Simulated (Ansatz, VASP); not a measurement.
PbS: VASP beside Ansatz

File INCAR:

```
SYSTEM = PbS
PREC = Accurate
ENCUT = 520
EDIFF = 1E-7
ISMEAR = -1
SIGMA = 0.05
LREAL = .FALSE.
LASPH = .TRUE.
NELM = 80
ALGO = Normal
ISIF = 2
LWAVE = .FALSE.
LCHARG = .FALSE.
GGA = B5
ALDAX = 1.0
AGGAX = 1.0
AGGAC = 1.0
ALDAC = 0.0
NBANDS = 17
```

Contents of KPOINTS:

```
regular mesh
0
G
  5 5 5
  0 0 0
```

POSCAR

```
PbS
1.0
    0.0000000000      2.9657500000      2.9657500000
    2.9657500000      0.0000000000      2.9657500000
    2.9657500000      2.9657500000      0.0000000000
Pb S
1 1
Direct
    0.0000000000      0.0000000000      0.0000000000
    0.5000000000      0.5000000000      0.5000000000
```

File input.yaml:

```yaml
crystal:
  lattice:
    - [0.0, 2.96575, 2.96575]
    - [2.96575, 0.0, 2.96575]
    - [2.96575, 2.96575, 0.0]
  atoms:
    - { symbol: Pb, position: [0.0, 0.0, 0.0] }
    - { symbol: S, position: [0.5, 0.5, 0.5] }
hamiltonian:
  xc: blyp
  pseudopotentials: { kind: paw }
kpoints:
  mp_grid: { grid: [5, 5, 5] }
  band_path:
    path:
      - [[0.0, 0.0, 0.0], [0.5, 0.0, 0.5], [0.5, 0.25, 0.75], [0.375, 0.375, 0.75], [0.0, 0.0, 0.0], [0.5, 0.5, 0.5], [0.625, 0.25, 0.625], [0.5, 0.25, 0.75], [0.5, 0.5, 0.5], [0.375, 0.375, 0.75]]
      - [[0.625, 0.25, 0.625], [0.5, 0.0, 0.5]]
    npoints: 14
scf:
  occupations: { method: fermi_dirac, width: 0.05 }
  n_extra_bands: 6
output:
  forces: true
  stress: true
  eigenvalues: true
  fatbands: false
```

Alike in both runs: functional BLYP; k mesh 5 × 5 × 5; occupations fermi-dirac, width 0.05 eV; no spin polarisation.

|  | VASP | Ansatz |
| --- | --- | --- |
| version | VASP 6.6.1 | Ansatz 0.2.0 |
| potentials or method | VASP PAW PBE potentials, release 64 (Pb_d, S) | Ansatz PAW |
| plane-wave cutoff (eV) | 520 | 420 |
| valence electrons in the cell | 20 | 20 |
| task | single point | band structure |

VASP gave:

```
pressure (GPa) : 5.8
```

Estimate Ansatz's values.

pressure (GPa): 5.7.

VASP's potentials were made for PBE, not for BLYP. With one functional, cell and mesh, what is left measures potentials, basis and numerics.

Spin-orbit coupling is off throughout.
